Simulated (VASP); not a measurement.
A run of VASP 6.6.1 is set up as follows.

Contents of INCAR:

```
SYSTEM = Mg6BiMo
PREC = Accurate ; ENCUT = 520
EDIFF = 1E-6 ; ISMEAR = -1
SIGMA = 0.05 ; LREAL = .FALSE.
LASPH = .TRUE. ; NELM = 60
ALGO = Fast ; ISIF = 2
LWAVE = .FALSE. ; LCHARG = .FALSE.
GGA = PE ; NBANDS = 30
```

Contents of KPOINTS:

```
regular mesh
0
G
  5 5 5
  0 0 0
```

Contents of POSCAR:

```
Mg6BiMo
1.0
    5.0963910000      0.0000000000      0.0000000000
    0.0000000000      3.1462765000      5.3175570000
    0.0000000000     -3.1462765000      5.3175570000
Bi Mo Mg
1 1 6
Direct
    0.5000000000      0.6722690000      0.6722690000
    0.0000000000      0.8373820000      0.8373820000
    0.5000000000      0.1665750000      0.1665750000
    0.5000000000      0.6749760000      0.1527660000
    0.5000000000      0.1527660000      0.6749760000
    0.0000000000      0.3343700000      0.3343700000
    0.0000000000      0.8390700000      0.3225900000
    0.0000000000      0.3225900000      0.8390700000
```

Potentials or basis: VASP PAW PBE potentials, release 64 (Bi_d, Mo_sv, Mg).

The run is started by

```bash
$ cat potpaw_PBE.64/Bi_d/POTCAR potpaw_PBE.64/Mo_sv/POTCAR potpaw_PBE.64/Mg/POTCAR > POTCAR
$ mpirun -np 1 vasp_std > vasp.out
```

Task: Estimate the largest force.

Result: 0.060 eV/Å.

Task: Estimate the pressure.

Result: -0.2 GPa.

Forces in eV/Å, atoms in the order of the input:
```
Bi   0.000  0.000  0.025
Mo   0.000  0.000  0.003
Mg   0.000  0.000  0.023
Mg   0.000  0.049 -0.035
Mg   0.000 -0.049 -0.035
Mg   0.000  0.000  0.046
Mg   0.000  0.044 -0.014
Mg   0.000 -0.044 -0.014
```
